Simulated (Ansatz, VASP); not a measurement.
## One calculation of Ga, two programs

```
Ga
1.0
     2.90066    0.00000    0.00000
    -1.45033    2.51205    0.00000
     0.00000    0.00000    9.67077
Ga
4
Cartesian
  0.0000 0.0000 0.0000
  0.0000 0.0000 4.8354
  0.0000 1.6747 7.2531
  1.4503 0.8373 2.4177
```

Alike in both runs: functional PBEsol; k mesh 6 × 6 × 2; occupations gaussian, width 0.1 eV; no spin polarisation.

Ansatz relaxed the structure, and its values are those at the end. VASP's run is a single point on that final structure, the one shown.

```csv
,VASP,Ansatz
version,VASP 6.6.1,Ansatz 0.2.0
potentials or method,"VASP PAW PBE potentials, release 64 (Ga_d), cutoff 520 eV","scalar-relativistic, plane waves, PAW"
valence electrons in the cell,52,52
```

|  | VASP | Ansatz | Ansatz less VASP |
| --- | --- | --- | --- |
| gap on the k mesh at the Fermi level (eV) | none | none | - |
| pressure (GPa) | 0.1 | 0.0 | -0.07 |

VASP's potentials were made for PBE, not for PBEsol. A gap of «none» marks a metal or a gap that the smearing closes. With one functional, cell and mesh, what is left measures potentials, basis and numerics.

The k mesh is coarse, so the values compare programs but aren't converged.
